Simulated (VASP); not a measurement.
# Hf (Fm-3m) in VASP: notebook

Runs on Hf. Level: BLYP. Tasks: single point, relaxation of cell and atoms.

Everything below comes from runs of VASP 6.6.1. Logs are shortened: lines on timing, memory, paths and dates and some standing lists are left out, and cuts for length are marked.

## 1. The cell of the first run

Symmetry: Fm-3m, No. 225, cubic system. Conventional cell: a = 4.643 Å, b = 4.643 Å, c = 4.643 Å, α = 90.00°, β = 90.00°, γ = 90.00°. Within 4.3 Å of Hf (site symmetry m-3m) lie 12 Hf at 3.28 Å.

## 2. Single point, BLYP (volume scaled by 1.08)

INCAR reads:

```
AGGAC    = 1.0          
AGGAX    = 1.0          
ALDAC    = 0.0          
ALDAX    = 1.0          
ALGO     = Normal         # electronic algorithm
EDIFF    = 1E-6           # SCF threshold, eV
ENCUT    = 520            # plane-wave cutoff, eV
GGA      = B5             # functional
ISIF     = 2              # what is computed and relaxed
ISMEAR   = -1             # smearing method
LASPH    = T              # aspherical terms in the spheres
LCHARG   = F              # write CHGCAR
LREAL    = F              # projectors in reciprocal space
LWAVE    = F              # write WAVECAR
NBANDS   = 11             # bands
NELM     = 60             # most SCF steps
PREC     = Accurate       # precision mode
SIGMA    = 0.1            # smearing width, eV
```

KPOINTS reads:

```
k-points
0
Gamma
  14 14 14
```

POSCAR reads:

```
Hf
1.0
    0.0000000000      2.3215488679      2.3215488679
    2.3215488679      0.0000000000      2.3215488679
    2.3215488679      2.3215488679      0.0000000000
Hf
1
Direct
    0.0000000000      0.0000000000      0.0000000000
```

Potentials or basis: VASP PAW PBE potentials, release 64 (Hf_pv).

Run with:

```sh
> cat potpaw_PBE.64/Hf_pv/POTCAR > POTCAR
> mpirun -np 1 vasp_std > vasp.out
```

OUTCAR:

```text
EDIFF = 1E-6
   ENCUT = 520
   GGA = B5
   ISIF = 2
   ISMEAR = -1
   LASPH = T
   LREAL = F
   NELM = 60
   PREC = Accurate

 ion  position               nearest neighbor table
   1  0.000  0.000  0.000-

  LATTYP: Found a face centered cubic cell.
 ALAT       =     4.6430977358

  Lattice vectors:

 A1 = (   0.0000000000,   2.3215488679,   2.3215488679)
 A2 = (   2.3215488679,   0.0000000000,   2.3215488679)
 A3 = (   2.3215488679,   2.3215488679,   0.0000000000)

Analysis of symmetry for initial positions (statically):
=====================================================================
 Subroutine PRICEL returns:
 Original cell was already a primitive cell.

 Routine SETGRP: Setting up the symmetry group for a
 face centered cubic supercell.

 Subroutine GETGRP returns: Found 48 space group operations
 (whereof 48 operations were pure point group operations)
 out of a pool of 48 trial point group operations.

The static configuration has the point symmetry O_h .

Analysis of symmetry for dynamics (positions and initial velocities):
=====================================================================
 Subroutine PRICEL returns:
 Original cell was already a primitive cell.

 Routine SETGRP: Setting up the symmetry group for a
 face centered cubic supercell.

 Subroutine GETGRP returns: Found 48 space group operations
 (whereof 48 operations were pure point group operations)
 out of a pool of 48 trial point group operations.

The dynamic configuration has the point symmetry O_h .

 Subroutine INISYM returns: Found 48 space group operations
 (whereof 48 operations are pure point group operations),
 and found     1 'primitive' translations

----------------------------------------------------------------------------------------

                                     Primitive cell

  volume of cell :      25.0244

  direct lattice vectors                    reciprocal lattice vectors
     0.000000000  2.321548868  2.321548868    -0.215373455  0.215373455  0.215373455
     2.321548868  0.000000000  2.321548868     0.215373455 -0.215373455  0.215373455
     2.321548868  2.321548868  0.000000000     0.215373455  0.215373455 -0.215373455

  length of vectors
     3.283165895  3.283165895  3.283165895     0.373037766  0.373037766  0.373037766

  position of ions in fractional coordinates (direct lattice)
     0.000000000  0.000000000  0.000000000

  ion indices of the primitive-cell ions
   primitive index   ion index
                 1           1

----------------------------------------------------------------------------------------

 KPOINTS: k-points

Automatic generation of k-mesh.
 Grid dimensions read from file:
 generate k-points for:   14   14   14

 Generating k-lattice:

  Cartesian coordinates                     Fractional coordinates (reciprocal lattice)
    -0.015383818  0.015383818  0.015383818     0.071428571  0.000000000  0.000000000
     0.015383818 -0.015383818  0.015383818     0.000000000  0.071428571  0.000000000
     0.015383818  0.015383818 -0.015383818     0.000000000  0.000000000  0.071428571

  Length of vectors
     0.026645555  0.026645555  0.026645555

  Shift w.r.t. Gamma in fractional coordinates (k-lattice)
     0.000000000  0.000000000  0.000000000

 Subroutine IBZKPT returns following result:
 ===========================================

 Found    104 irreducible k-points:

 Following reciprocal coordinates:
            Coordinates               Weight
  0.000000  0.000000  0.000000      1.000000
  0.071429  0.000000  0.000000      8.000000
  0.142857  0.000000  0.000000      8.000000
  0.214286  0.000000  0.000000      8.000000
  0.285714  0.000000  0.000000      8.000000
  0.357143  0.000000  0.000000      8.000000
[... 16 lines left out ...]
  0.214286  0.142857  0.000000     24.000000
  0.285714  0.142857  0.000000     24.000000
 [... further k-points ...]
   k-points           NKPTS =    104   k-points in BZ     NKDIM =    104   number of bands    NBANDS=     11
   number of dos      NEDOS =    301   number of ions     NIONS =      1
   total plane-waves  NPLWV =  13824
   dimension x,y,z NGX =    24 NGY =   24 NGZ =   24
   dimension x,y,z NGXF=    48 NGYF=   48 NGZF=   48
   ions per type =               1
   NGX,Y,Z   is equivalent  to a cutoff of  12.15, 12.15, 12.15 a.u.
   NGXF,Y,Z  is equivalent  to a cutoff of  24.31, 24.31, 24.31 a.u.
 SYSTEM =  unknown system
   PREC   = accura    normal or accurate (medium, high low for compatibility)
   ISTART =      0    job   : 0-new  1-cont  2-samecut
   ICHARG =      2    charge: 1-file 2-atom 10-const
   ISPIN  =      1    spin polarized calculation?
   LNONCOLLINEAR =      F non collinear calculations
   LSORBIT =      F    spin-orbit coupling
   LASPH  =      T    aspherical Exc in radial PAW
   ENCUT  =  520.0 eV  38.22 Ry    6.18 a.u.   6.10  6.10  6.10*2*pi/ulx,y,z
   NELM   =     60;   NELMIN=  2; NELMDL= -5     # of ELM steps
   EDIFF  = 0.1E-05   stopping-criterion for ELM
   LREAL  =      F    real-space projection
   EDIFFG = 0.1E-04   stopping-criterion for IOM
   NSW    =      0    number of steps for IOM
   IBRION =     -1    ionic relax: 0-MD 1-quasi-New 2-CG
   NFREE  =      0    steps in history (QN), initial steepest desc. (CG)
   ISIF   =      2    stress and relaxation
   ISYM   =      2    0-nonsym 1-usesym 2-fastsym
   POTIM  = 0.5000    time-step for ionic-motion
   TEBEG  =    0.0;   TEEND  =   0.0 temperature during run
   PSTRESS=    0.0 pullay stress
   NELECT =      10.0000    total number of electrons
   NUPDOWN=      -1.0000    fix difference up-down
   EMIN   =  10.00;   EMAX   =-10.00  energy-range for DOS
   EFERMI =   0.00;   METHOD = LEGACY
   ISMEAR =    -1;   SIGMA  =   0.10  broadening in eV -4-tet -1-fermi 0-gaus
   EFERMI_NEDOS =   21; number of points for ismear=-14 and -15
   IALGO  =     38    algorithm
   IMIX   =      4    mixing-type and parameters
     AMIX     =   0.40;   BMIX     =  1.00
     AMIX_MAG =   1.60;   BMIX_MAG =  1.00
  volume/ion in A,a.u.               =      25.02       168.87
  Fermi-wavevector in a.u.,A,eV,Ry     =   1.205833  2.278693 19.783308  1.454032
  Thomas-Fermi vector in A             =   2.341517
   LORBIT       =      0    0 simple, 1 ext, 2 COOP (PROOUT), +10 PAW based schemes
   GGA     = B5    functional components
   LHFCALC =     F    Hartree Fock is set to
   AEXX    =    0.0000 exact exchange contribution
   IVDW    =     0    specifies the selected vdW correction
   LEPSILON=     F    determine dielectric tensor
   LRPA    =     F    only Hartree local field effects (RPA)
 non-spin polarized calculation
  energy-cutoff  :      520.00
  volume of cell :       25.02
 maximum number of plane-waves:       692
   NGX = 13   NGY = 13   NGZ = 13

 number of electron      10.0000001 magnetization

 Free energy of the ion-electron system (eV)
  ---------------------------------------------------
  ext. energy  EPLUGINS =         0.00000000
  ---------------------------------------------------
  free energy    TOTEN  =        -8.53689864 eV

  energy without entropy =       -8.48042251  energy(sigma->0) =       -8.50866058

 E-fermi :   4.5151     XC(G=0): -10.2196

 val. band max:        4.5134774436   @ k =   0.5000   0.2857   0.1429
 cond. band min:       4.5263595840   @ k =  -0.2857   0.4286   0.1429
 fundamental gap:      0.0128821404
 Fermi energy:         4.5151319643

 k-point     1 :       0.0000    0.0000    0.0000
  band No.  band energies     occupation
      1     -25.8196      2.00000
      2     -25.8196      2.00000
      3     -25.8196      2.00000
      4      -2.1922      2.00000
      5       5.7319      0.00001
      6       5.7319      0.00001
      7       5.7319      0.00001
      8       8.0955      0.00000
      9       8.0955      0.00000
     10      15.5526      0.00000
     11      16.4969      0.00000

 k-point     2 :       0.0714    0.0000    0.0000
  band No.  band energies     occupation
      1     -25.8486      2.00000
      2     -25.8234      2.00000
      3     -25.8234      2.00000
      4      -2.0346      2.00000
      5       5.5820      0.00005
      6       5.8062      0.00000
      7       5.8062      0.00000
      8       8.0238      0.00000
      9       8.0238      0.00000
     10      15.8933      0.00000
     11      16.4961      0.00000

 k-point     3 :       0.1429    0.0000    0.0000
  band No.  band energies     occupation
      1     -25.9291      2.00000
      2     -25.8341      2.00000
      3     -25.8341      2.00000
      4      -1.5807      2.00000
      5       5.2152      0.00182
      6       5.9781      0.00000
      7       5.9781      0.00000
      8       7.8971      0.00000
      9       7.8971      0.00000
     10      16.4883      0.00000
     11      16.6644      0.00000

 k-point     4 :       0.2143    0.0000    0.0000
  band No.  band energies     occupation
      1     -26.0434      2.00000
      2     -25.8496      2.00000
      3     -25.8496      2.00000
      4      -0.8920      2.00000
      5       4.8060      0.10346
      6       6.0795      0.00000
      7       6.0795      0.00000
      8       7.9577      0.00000
      9       7.9577      0.00000
     10      15.9360      0.00000
     11      16.5088      0.00000
[... 239 lines left out ...]
 k-point    22 :       0.1429    0.1429    0.0000
  band No.  band energies     occupation
      1     -25.9261      2.00000
      2     -25.8585      2.00000
      3     -25.8585      2.00000
      4      -1.3752      2.00000
      5       4.9308      0.03083
      6       6.2140      0.00000
      7       6.2140      0.00000
      8       7.0992      0.00000
      9       8.3835      0.00000
     10      16.4937      0.00000
     11      17.2511      0.00000

 k-point    23 :       0.2143    0.1429    0.0000
  band No.  band energies     occupation
      1     -26.0003      2.00000
      2     -25.8778      2.00000
      3     -25.8732      2.00000
      4      -0.8571      2.00000
      5       4.5816      0.67953
      6       6.2569      0.00000
      7       6.4448      0.00000
      8       6.9448      0.00000
      9       8.5352      0.00000
     10      16.4896      0.00000
     11      17.6349      0.00000

 k-point    24 :       0.2857    0.1429    0.0000
  band No.  band energies     occupation
      1     -26.1020      2.00000
      2     -25.8970      2.00000
      3     -25.8911      2.00000
      4      -0.1381      2.00000
      5       4.2707      1.84023
      6       5.8246      0.00000
      7       6.5337      0.00000
      8       7.4864      0.00000
      9       8.8484      0.00000
     10      16.3420      0.00000
     11      16.5779      0.00000

 [... further k-points ...]

------------------------ aborting loop because EDIFF is reached ----------------------------------------

  FORCE on cell =-STRESS in cart. coord.  units (eV):
  Direction    XX          YY          ZZ          XY          YZ          ZX
  --------------------------------------------------------------------------------------
  -------------------------------------------------------------------------------------
  Total       -1.0216756     -1.0216756     -1.0216756     -0.0000000     -0.0000000      0.0000000
  in kB      -65.4124028    -65.4124028    -65.4124028     -0.0000000     -0.0000000      0.0000000
  external PRESSURE =     -65.4124028 kB  Pullay stress =       0.0000000 kB

 VOLUME and BASIS-vectors are now :
 -----------------------------------------------------------------------------
  energy-cutoff  :      520.00
  volume of cell :       25.02
      direct lattice vectors                 reciprocal lattice vectors
     0.000000000  2.321548868  2.321548868    -0.215373455  0.215373455  0.215373455
     2.321548868  0.000000000  2.321548868     0.215373455 -0.215373455  0.215373455
     2.321548868  2.321548868  0.000000000     0.215373455  0.215373455 -0.215373455

 POSITION                                       TOTAL-FORCE (eV/Angst)
 -----------------------------------------------------------------------------------
      0.00000      0.00000      0.00000        -0.000000     -0.000000     -0.000000
 -----------------------------------------------------------------------------------
    total drift:                               -0.000000      0.000000      0.000000

  FREE ENERGIE OF THE ION-ELECTRON SYSTEM (eV)
  ---------------------------------------------------
  free  energy   TOTEN  =        -8.5368986439 eV

  energy  without entropy=       -8.4804225141  energy(sigma->0) =       -8.50866058
```

Run time: 9.5 s. Hardware: 1 thread of Intel Xeon 6975P-C (Granite Rapids), shared host; peak memory 0.15 GiB.

Results:

```
Free energy            : -8.5369 eV
Pressure               : -6.5 GPa
Band gap on the k mesh : zero (band 5 reaches 5.73 eV, above the bottom of band 6 at 3.99 eV)
```

Caveat: the cell differs from its parent crystal (volume scaled by 1.08); the PAW data sets were made with another functional, which shifts forces and pressure a little; spin-orbit coupling is left out, which moves the levels of the heavy elements.

## 3. Relaxation of cell and atoms, BLYP

This run uses another cell than the first one, of 22.38 Å³/atom, 0.894 times its volume.

INCAR reads:

```
AGGAC = 1.0
AGGAX = 1.0
ALDAC = 0.0
ALDAX = 1.0
ALGO = Normal
EDIFF = 1E-6
EDIFFG = -0.01
ENCUT = 600
GGA = B5
IBRION = 2
ISIF = 3
ISMEAR = -1
LASPH = True
LCHARG = False
LREAL = False
LWAVE = False
NELM = 60
NSW = 80
PREC = Accurate
SIGMA = 0.1
```

KPOINTS reads:

```
k-points
0
Gamma
  12 12 12
```

POSCAR reads:

```
Hf
1.0
    0.0000000000      2.2367213568      2.2367213568
    2.2367213568      0.0000000000      2.2367213568
    2.2367213568      2.2367213568      0.0000000000
Hf
1
Direct
    0.0000000000      0.0000000000      0.0000000000
```

Potentials or basis: VASP PAW PBE potentials, release 64 (Hf_pv).

Run with:

```sh
> cat potpaw_PBE.64/Hf_pv/POTCAR > POTCAR
> mpirun -np 1 vasp_std > vasp.out
```

OUTCAR:

```text
EDIFF = 1E-6
   EDIFFG = -0.01
   ENCUT = 600
   GGA = B5
   IBRION = 2
   ISIF = 3
   ISMEAR = -1
   LASPH = True
   LREAL = False
   NELM = 60
   NSW = 80
   PREC = Accurate

 ion  position               nearest neighbor table
   1  0.000  0.000  0.000-

  LATTYP: Found a face centered cubic cell.
 ALAT       =     4.4734427136

  Lattice vectors:

 A1 = (   0.0000000000,   2.2367213568,   2.2367213568)
 A2 = (   2.2367213568,   0.0000000000,   2.2367213568)
 A3 = (   2.2367213568,   2.2367213568,   0.0000000000)

Analysis of symmetry for initial positions (statically):
=====================================================================
 Subroutine PRICEL returns:
 Original cell was already a primitive cell.

[... 252 lines left out ...]
 fundamental gap:      0.0264850287
 Fermi energy:         5.0381047171

 k-point     1 :       0.0000    0.0000    0.0000
  band No.  band energies     occupation
      1     -25.0360      2.00000
      2     -25.0360      2.00000
      3     -25.0360      2.00000
      4      -1.9348      2.00000
      5       6.2991      0.00001
      6       6.2991      0.00001
      7       6.2991      0.00001
      8       8.9163      0.00000
      9       8.9163      0.00000
[... 265 lines left out ...]
 k-point    24 :      -0.4167    0.1667    0.0000
  band No.  band energies     occupation
      1     -25.7001      2.00000
      2     -25.2691      2.00000
      3     -25.1616      2.00000
      4       2.3090      2.00000
      5       4.7085      1.92857
      6       5.6621      0.00389
      7       6.7967      0.00000
      8      10.3905      0.00000
      9      11.7484      0.00000

 [... further k-points ...]

------------------------ aborting loop because EDIFF is reached ----------------------------------------

  FORCE on cell =-STRESS in cart. coord.  units (eV):
  Direction    XX          YY          ZZ          XY          YZ          ZX
  --------------------------------------------------------------------------------------
  -------------------------------------------------------------------------------------
  Total       -0.0010239     -0.0010239     -0.0010239     -0.0000000      0.0000000     -0.0000000
  in kB       -0.0708113     -0.0708113     -0.0708113     -0.0000000      0.0000000     -0.0000000
  external PRESSURE =      -0.0708113 kB  Pullay stress =       0.0000000 kB
[... 16 lines left out ...]
  FREE ENERGIE OF THE ION-ELECTRON SYSTEM (eV)
  ---------------------------------------------------
  free  energy   TOTEN  =        -8.5758764071 eV

  energy  without entropy=       -8.5236442534  energy(sigma->0) =       -8.54976033

 reached required accuracy - stopping structural energy minimisation
```

OSZICAR:

```text
N       E                     dE             d eps       ncg     rms          rms(c)
DAV:   1     0.846385708672E+01    0.84639E+01   -0.63988E+03  1312   0.115E+03
[... 20 lines left out ...]
       N       E                     dE             d eps       ncg     rms          rms(c)
DAV:   1    -0.863615035767E+01   -0.69229E-01   -0.15077E+00  1296   0.112E+01    0.203E+00
DAV:   2    -0.858939036497E+01    0.46760E-01   -0.62997E-02  1297   0.240E+00    0.791E-01
DAV:   3    -0.857594223356E+01    0.13448E-01   -0.44756E-02  1331   0.177E+00    0.419E-01
DAV:   4    -0.857590270350E+01    0.39530E-04   -0.38325E-04  1413   0.214E-01    0.272E-01
DAV:   5    -0.857587572096E+01    0.26983E-04   -0.15011E-04  1535   0.629E-02    0.261E-02
DAV:   6    -0.857587640710E+01   -0.68614E-06   -0.33629E-06  1358   0.132E-02
   3 F= -.85758764E+01 E0= -.85497603E+01  d E =-.835051E-02
```

CONTCAR:

```text
Hf
   1.00000000000000
     0.0000000000000000    2.2625956245836383    2.2625956245836383
     2.2625956245836383    0.0000000000000000    2.2625956245836383
     2.2625956245836383    2.2625956245836383   -0.0000000000000000
  Hf
     1
Direct
     0.0000000000000000    0.0000000000000000    0.0000000000000000

  0.00000000E+00  0.00000000E+00  0.00000000E+00
```

Run time: 28 s. Hardware: 1 thread of Intel Xeon 6975P-C (Granite Rapids), shared host; peak memory 0.17 GiB.

What came out:

```yaml
Free_energy: -8.5759 eV
Relaxed_volume: 23.17 Å³/atom
Relaxed_cell: a = 3.200 Å, b = 3.200 Å, c = 3.200 Å, α = 60.00°, β = 60.00°, γ = 60.00°
Space_group_after_relaxing_to_0.05_Å: Fm-3m (No. 225)
Energy_gained_by_relaxing: 8.4 meV/atom
Ionic_steps: 3
Pressure_after_relaxing: 0.0 GPa
Band_gap_on_the_k_mesh: zero (band 5 reaches 6.30 eV, above the bottom of band 6 at 4.64 eV)
```

Step by step:
```csv
step,energy change (eV),largest force (eV/Å),pressure (GPa),volume (Å³)
1,0.0000,0.0000,3.53,22.38
2,0.0006,0.0000,-3.28,24.01
3,-0.0084,0.0000,-0.01,23.17
```

Final structure:
```
Hf
1.0
     0.00000    2.26260    2.26260
     2.26260    0.00000    2.26260
     2.26260    2.26260    0.00000
Hf
1
Direct
  0.00000 0.00000 0.00000
```

Caveat: the PAW data sets were made with another functional, which shifts forces and pressure a little; spin-orbit coupling is left out, which moves the levels of the heavy elements.
